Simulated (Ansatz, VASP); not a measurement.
## One calculation of CoO, two programs

Contents of INCAR:

```
SYSTEM = CoO
PREC = Accurate
ENCUT = 600
EDIFF = 1E-6
ISMEAR = 0
SIGMA = 0.1
LREAL = .False.
LASPH = .True.
NELM = 150
ALGO = Normal
ISIF = 3
LWAVE = .False.
LCHARG = .False.
ISPIN = 2
MAGMOM = 2.73 0.35
LORBIT = 11
LMAXMIX = 4
GGA = PE
IBRION = 2
NSW = 80
EDIFFG = -0.01
```

File KPOINTS:

```
Automatic mesh
0
Gamma
  10 10 10
  0 0 0
```

POSCAR

```
CoO
1.0
   -1.5080001529      1.5080001529      2.1072499549
    1.5080001529     -1.5080001529      2.1072499549
    1.5080001529      1.5080001529     -2.1072499549
Co O
1 1
Direct
    0.0000000000      0.0000000000      0.0000000000
    0.5000000000      0.5000000000      0.0000000000
```

Input for Ansatz:

```yaml
crystal:
  lattice:
    - [-1.5080001529, 1.5080001529, 2.1072499549]
    - [1.5080001529, -1.5080001529, 2.1072499549]
    - [1.5080001529, 1.5080001529, -2.1072499549]
  atoms:
    - { symbol: Co, position: [0.0, 0.0, 0.0], spin: 2.73 }
    - { symbol: O, position: [0.5, 0.5, 0.0], spin: 0.35 }
basis:
  ecutwfc: 420
kpoints:
  mp_grid: { grid: [10, 10, 10] }
hamiltonian:
  xc: pbe
scf:
  occupations: { method: gaussian, width: 0.1 }
output:
  forces: true
  stress: true
  eigenvalues: true
  populations: true
magnetization:
  spin_polarized: true
relax:
  adjacent_minimum: "off"
  f_tol: 0.01
  max_steps: 60
  cell: { stress_tol: 0.05 }
```

Alike in both runs: task relaxation of cell and atoms; functional PBE; k mesh 10 × 10 × 10; occupations gaussian, width 0.1 eV; collinear spin.

|  | VASP | Ansatz |
| --- | --- | --- |
| version | VASP 6.6.1 | Ansatz 0.2.0 |
| potentials or method | VASP PAW PBE potentials, release 64 (Co, O), cutoff 600 eV | scalar-relativistic, plane waves, PAW |
| valence electrons in the cell | 15 | 23 |

VASP gave:

```
gap on the k mesh at the Fermi level, each at its own relaxed structure (eV) : none
net moment per atom (μB)                                                     : 1.44
size of the moment on the site where the two differ most (μB)                : 2.54
relaxed volume (Å³/atom)                                                     : 9.54
relaxed length of the cell vector where the two differ most in proportion (Å)              : 2.994
```

Problem. Estimate Ansatz's values.

Solution. gap on the k mesh at the Fermi level, each at its own relaxed structure (eV): none; net moment per atom (μB): 1.46; size of the moment on the site where the two differ most (μB): 2.48; relaxed volume (Å³/atom): 9.58; relaxed length of the cell vector where the two differ most in proportion (Å): 3.003.

Site moments also hang on the region over which each program counts them. A gap of «none» marks a metal or a gap that the smearing closes. VASP's potentials hold 15 valence electrons a cell and Ansatz's 23, so a difference there can come from the potentials and not from the codes.
